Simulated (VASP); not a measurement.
## AlNi: single point with PBE

Crystal: AlNi.

```
Al Ni
1.0
     2.04609   -2.04609    0.00000
     2.04609    2.04609    0.00000
     0.00000    0.00000    2.89542
Al Ni
1 1
Direct
  0.00000 0.00000 0.00000
  0.50000 0.50000 0.50000
```

```yaml
Program: VASP 6.6.1
Task: single point
Functional: PBE
Potentials_or_basis: VASP PAW PBE potentials, release 64 (Al, Ni)
Cutoff: 520 eV
k_mesh: 16 × 16 × 14
Occupations: fermi-dirac, width 0.15 eV
Spin: no spin polarisation
```

```
Pressure : -0.1 GPa
```

Levels at points of the mesh, in eV from the Fermi level:
| k point | band 4 | band 5 | band 6 | band 7 | band 8 | band 9 | band 10 | band 11 |
| --- | --- | --- | --- | --- | --- | --- | --- | --- |
| (0.00, 0.00, 0.00) | -1.55 | -1.55 | -1.54 | 5.41 | 5.43 | 5.43 | 8.06 | 8.06 |
| (0.50, 0.00, 0.00) | -2.24 | -2.23 | -1.46 | -0.67 | 8.25 | 9.92 | 9.94 | 10.72 |
| (0.50, 0.50, 0.00) | -2.86 | -2.07 | -2.07 | -1.03 | 1.44 | 2.38 | 12.09 | 15.00 |
| (0.00, 0.00, 0.50) | -2.23 | -2.23 | -1.46 | -0.67 | 8.25 | 9.94 | 9.94 | 10.73 |
| (0.50, 0.00, 0.50) | -2.87 | -2.06 | -2.06 | -1.03 | 1.43 | 2.37 | 12.11 | 15.01 |
| (0.50, 0.50, 0.50) | -1.00 | -1.00 | 2.00 | 2.00 | 2.00 | 3.55 | 4.36 | 4.36 |

It took 47 s on 1 thread of Intel(R) Xeon(R) 6975P-C (Granite Rapids), on a shared host, peak memory 0.23 GiB.

Spin polarisation is off, so any magnetic state and its effect on volume and gap are missing.
